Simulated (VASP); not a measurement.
# CsH3 (Cc) in VASP: single point with PBE

Aim: the single point of CsH3 with PBE.

Program: VASP 6.6.1. These are calculated values, not measurements. Logs are shortened: lines on timing, memory, paths and dates and some standing lists are left out, and cuts for length are marked.

## 1. The cell of the first run

The structure is monoclinic, space group Cc (No. 9). The conventional cell has a = 12.617 Å, b = 7.284 Å, c = 7.284 Å, α = 90.00°, β = 125.26°, γ = 90.00°. Cs (site symmetry 1) has 6 H at 2.55 to 2.76 Å within 3.4 Å. H (site symmetry 1) has 2 Cs at 2.66 Å within 3.5 Å. Within 3.4 Å of H (site symmetry 1) lie 2 Cs at 2.55 to 2.73 Å. H (site symmetry 1) has 2 Cs at 2.58 to 2.76 Å within 3.4 Å.

## 2. Single point, PBE

INCAR

```
ALGO = Normal
EDIFF = 1E-6
ENCUT = 520
GGA = PE
ISIF = 2
ISMEAR = 0
LASPH = True
LCHARG = False
LREAL = False
LWAVE = False
NBANDS = 22
NELM = 60
PREC = Accurate
SIGMA = 0.1
```

KPOINTS

```
k-points
0
Gamma
  4 4 4
```

POSCAR

```
CsH3
1.0
    6.3085580600     -3.6422476900      0.0000000000
    6.3085580600      3.6422476900      0.0000000000
   -4.2057053700      0.0000000000      5.9477655700
Cs H
2 6
Direct
    0.5000000000      0.0000000000      0.0178757700
    0.0000000000      0.5000000000      0.5178757700
    0.6620455600      0.3379544400      0.2500000000
    0.2500000000      0.1620455600      0.2500000000
    0.8379544400      0.7500000000      0.2500000000
    0.3379544400      0.6620455600      0.7500000000
    0.7500000000      0.8379544400      0.7500000000
    0.1620455600      0.2500000000      0.7500000000
```

Potentials or basis: VASP PAW PBE potentials, release 64 (Cs_sv, H).

Command:

```console
$ cat potpaw_PBE.64/Cs_sv/POTCAR potpaw_PBE.64/H/POTCAR > POTCAR
$ mpirun -np 1 vasp_std > vasp.out
```

OUTCAR:

```text
EDIFF = 1E-6
   ENCUT = 520
   GGA = PE
   ISIF = 2
   ISMEAR = 0
   LASPH = True
   LREAL = False
   NELM = 60
   PREC = Accurate

 ion  position               nearest neighbor table
   1  0.500  0.000  0.018-
   2  0.000  0.500  0.518-
   3  0.662  0.338  0.250-
   4  0.250  0.162  0.250-
   5  0.838  0.750  0.250-
   6  0.338  0.662  0.750-
   7  0.750  0.838  0.750-
   8  0.162  0.250  0.750-

  LATTYP: Found a face centered cubic cell.
 ALAT       =    10.3018321702

  Lattice vectors:

 A1 = (  -6.3085580600,   3.6422476900,   0.0000000000)
 A2 = (  -6.3085580600,  -3.6422476900,   0.0000000000)
 A3 = (  -4.2057053700,   0.0000000000,   5.9477655700)

Analysis of symmetry for initial positions (statically):
=====================================================================
 Subroutine PRICEL returns:
 Original cell was already a primitive cell.

 Routine SETGRP: Setting up the symmetry group for a
 face centered cubic supercell.

 Subroutine GETGRP returns: Found  2 space group operations
 (whereof  1 operations were pure point group operations)
 out of a pool of 48 trial point group operations.

The static configuration has the point symmetry C_1 .
 The point group associated with its full space group is C_1h.

Analysis of symmetry for dynamics (positions and initial velocities):
=====================================================================
 Subroutine PRICEL returns:
 Original cell was already a primitive cell.

 Routine SETGRP: Setting up the symmetry group for a
 face centered cubic supercell.

 Subroutine GETGRP returns: Found  2 space group operations
 (whereof  1 operations were pure point group operations)
 out of a pool of 48 trial point group operations.

The dynamic configuration has the point symmetry C_1 .
 The point group associated with its full space group is C_1h.

 Subroutine INISYM returns: Found  2 space group operations
 (whereof  1 operations are pure point group operations),
 and found     1 'primitive' translations

----------------------------------------------------------------------------------------

[... 102 lines left out ...]
   NELM   =     60;   NELMIN=  2; NELMDL= -5     # of ELM steps
   EDIFF  = 0.1E-05   stopping-criterion for ELM
   LREAL  =      F    real-space projection
   EDIFFG = 0.1E-04   stopping-criterion for IOM
   NSW    =      0    number of steps for IOM
   IBRION =     -1    ionic relax: 0-MD 1-quasi-New 2-CG
   NFREE  =      0    steps in history (QN), initial steepest desc. (CG)
   ISIF   =      2    stress and relaxation
   ISYM   =      2    0-nonsym 1-usesym 2-fastsym
   POTIM  = 0.5000    time-step for ionic-motion
   TEBEG  =    0.0;   TEEND  =   0.0 temperature during run
   PSTRESS=    0.0 pullay stress
   NELECT =      24.0000    total number of electrons
   NUPDOWN=      -1.0000    fix difference up-down
   EMIN   =  10.00;   EMAX   =-10.00  energy-range for DOS
   EFERMI =   0.00;   METHOD = LEGACY
   ISMEAR =     0;   SIGMA  =   0.10  broadening in eV -4-tet -1-fermi 0-gaus
   EFERMI_NEDOS =   21; number of points for ismear=-14 and -15
   IALGO  =     38    algorithm
   IMIX   =      4    mixing-type and parameters
     AMIX     =   0.40;   BMIX     =  1.00
     AMIX_MAG =   1.60;   BMIX_MAG =  1.00
  volume/ion in A,a.u.               =      34.17       230.56
  Fermi-wavevector in a.u.,A,eV,Ry     =   0.727641  1.375043  7.203769  0.529462
  Thomas-Fermi vector in A             =   1.818916
   LORBIT       =      0    0 simple, 1 ext, 2 COOP (PROOUT), +10 PAW based schemes
   GGA     = PE    functional components
   LHFCALC =     F    Hartree Fock is set to
   AEXX    =    0.0000 exact exchange contribution
   IVDW    =     0    specifies the selected vdW correction
   LEPSILON=     F    determine dielectric tensor
   LRPA    =     F    only Hartree local field effects (RPA)
 non-spin polarized calculation
 Gauss-broadening in eV      SIGMA  =   0.10
  energy-cutoff  :      520.00
  volume of cell :      273.33
 maximum number of plane-waves:      7391
   NGX = 27   NGY = 27   NGZ = 27

 number of electron      24.0000002 magnetization

 Free energy of the ion-electron system (eV)
  ---------------------------------------------------
  ext. energy  EPLUGINS =         0.00000000
  ---------------------------------------------------
  free energy    TOTEN  =       -11.81715707 eV

  energy without entropy =      -11.77489962  energy(sigma->0) =      -11.79602834

 E-fermi :  -3.1149     XC(G=0):  -5.2177

 val. band max:       -3.3626502038   @ k =   0.5000   0.0000   0.0000
 cond. band min:      -3.1037531033   @ k =   0.5000   0.5000   0.2500
 fundamental gap:      0.2588971005
 Fermi energy:        -3.1148751458

 k-point     1 :       0.0000    0.0000    0.0000
  band No.  band energies     occupation
      1     -23.3878      2.00000
      2     -23.3627      2.00000
      3     -10.4961      2.00000
      4     -10.4850      2.00000
      5     -10.4747      2.00000
      6     -10.1881      2.00000
[... 589 lines left out ...]
     21       3.7754      0.00000
     22       3.7754      0.00000

------------------------ aborting loop because EDIFF is reached ----------------------------------------

  FORCE on cell =-STRESS in cart. coord.  units (eV):
  Direction    XX          YY          ZZ          XY          YZ          ZX
  --------------------------------------------------------------------------------------
  -------------------------------------------------------------------------------------
  Total       -0.9660238     -0.8656334     -0.9316902      0.0000000      0.0000000     -0.0027751
  in kB       -5.6625885     -5.0741251     -5.4613335      0.0000000      0.0000000     -0.0162667
  external PRESSURE =      -5.3993490 kB  Pullay stress =       0.0000000 kB

 VOLUME and BASIS-vectors are now :
 -----------------------------------------------------------------------------
  energy-cutoff  :      520.00
  volume of cell :      273.33
      direct lattice vectors                 reciprocal lattice vectors
     6.308558060 -3.642247690  0.000000000     0.079257414 -0.137277869  0.056043455
     6.308558060  3.642247690  0.000000000     0.079257414  0.137277869  0.056043455
    -4.205705370  0.000000000  5.947765570     0.000000000  0.000000000  0.168130366

 POSITION                                       TOTAL-FORCE (eV/Angst)
 -----------------------------------------------------------------------------------
      3.07910     -1.82112      0.10632         0.230998      0.004111     -0.314399
      0.97625      1.82112      3.08020         0.230998     -0.004111     -0.314399
      5.25713     -1.18042      1.48694        -0.027268     -0.040366      0.039585
      1.54799     -0.32035      1.48694        -0.075716      0.138466      0.141862
      8.96628     -0.32035      1.48694        -0.128014     -0.091498      0.132952
      3.15428      1.18042      4.46082        -0.027268      0.040366      0.039585
      6.86342      0.32035      4.46082        -0.128014      0.091498      0.132952
     -0.55487      0.32035      4.46082        -0.075716     -0.138466      0.141862
 -----------------------------------------------------------------------------------
    total drift:                               -0.000147      0.000000      0.000234

  FREE ENERGIE OF THE ION-ELECTRON SYSTEM (eV)
  ---------------------------------------------------
  free  energy   TOTEN  =       -11.8171570666 eV

  energy  without entropy=      -11.7748996164  energy(sigma->0) =      -11.79602834
```

OSZICAR:

```text
N       E                     dE             d eps       ncg     rms          rms(c)
DAV:   1     0.147258922351E+03    0.14726E+03   -0.80976E+03  1056   0.806E+02
DAV:   2     0.854176702458E+01   -0.13872E+03   -0.13427E+03  1556   0.146E+02
DAV:   3    -0.119547303657E+02   -0.20496E+02   -0.20238E+02  1314   0.637E+01
DAV:   4    -0.123970326535E+02   -0.44230E+00   -0.44190E+00  1254   0.108E+01
DAV:   5    -0.124014899042E+02   -0.44573E-02   -0.44571E-02  1390   0.108E+00    0.384E+00
DAV:   6    -0.118829096972E+02    0.51858E+00   -0.47042E-01  1248   0.255E+00    0.191E+00
DAV:   7    -0.118019151400E+02    0.80995E-01   -0.85419E-01  1266   0.255E+00    0.144E+00
DAV:   8    -0.117835585229E+02    0.18357E-01   -0.32106E-01  1248   0.787E-01    0.463E-01
DAV:   9    -0.118120687974E+02   -0.28510E-01   -0.57018E-02  1086   0.894E-01    0.401E-01
DAV:  10    -0.118136644000E+02   -0.15956E-02   -0.18209E-02  1308   0.279E-01    0.146E-01
DAV:  11    -0.118152821962E+02   -0.16178E-02   -0.17970E-03  1242   0.194E-01    0.686E-02
DAV:  12    -0.118169985236E+02   -0.17163E-02   -0.11709E-03  1116   0.178E-01    0.188E-02
DAV:  13    -0.118171350760E+02   -0.13655E-03   -0.10229E-04  1338   0.518E-02    0.116E-02
DAV:  14    -0.118171565458E+02   -0.21470E-04   -0.21862E-05  1170   0.256E-02    0.189E-03
DAV:  15    -0.118171570666E+02   -0.52082E-06   -0.98785E-07  1322   0.508E-03
   1 F= -.11817157E+02 E0= -.11796028E+02  d E =-.422575E-01
```

stdout:

```text
POSCAR found type information on POSCAR CsH
 POSCAR found :  2 types and       8 ions
 scaLAPACK will be used
 LDA part: xc-table for (Slater+PW92), standard interpolation
 POSCAR, INCAR and KPOINTS ok, starting setup
 FFT: planning ... GRIDC
 FFT: planning ... GRID_SOFT
 FFT: planning ... GRID
 WAVECAR not read
 entering main loop
```

Wall time 2.8 min (1 thread of Intel Xeon Platinum 8259CL at 2.50GHz (Skylake/Cascade Lake), shared host); peak memory 0.44 GiB.

What came out:

```
Free energy            : -11.8172 eV
Pressure               : -0.5 GPa
Largest force          : 0.390 eV/Å
Band gap on the k mesh : zero (band 12 reaches -2.71 eV, above the bottom of band 13 at -3.41 eV)
```

Forces on the atoms (eV/Å):
```
Cs   0.231  0.004 -0.314
Cs   0.231 -0.004 -0.314
H   -0.027 -0.040  0.040
H   -0.076  0.138  0.142
H   -0.128 -0.091  0.133
H   -0.027  0.040  0.040
H   -0.128  0.091  0.133
H   -0.076 -0.138  0.142
```

Caveat: spin-orbit coupling is left out, which moves the levels of the heavy elements.
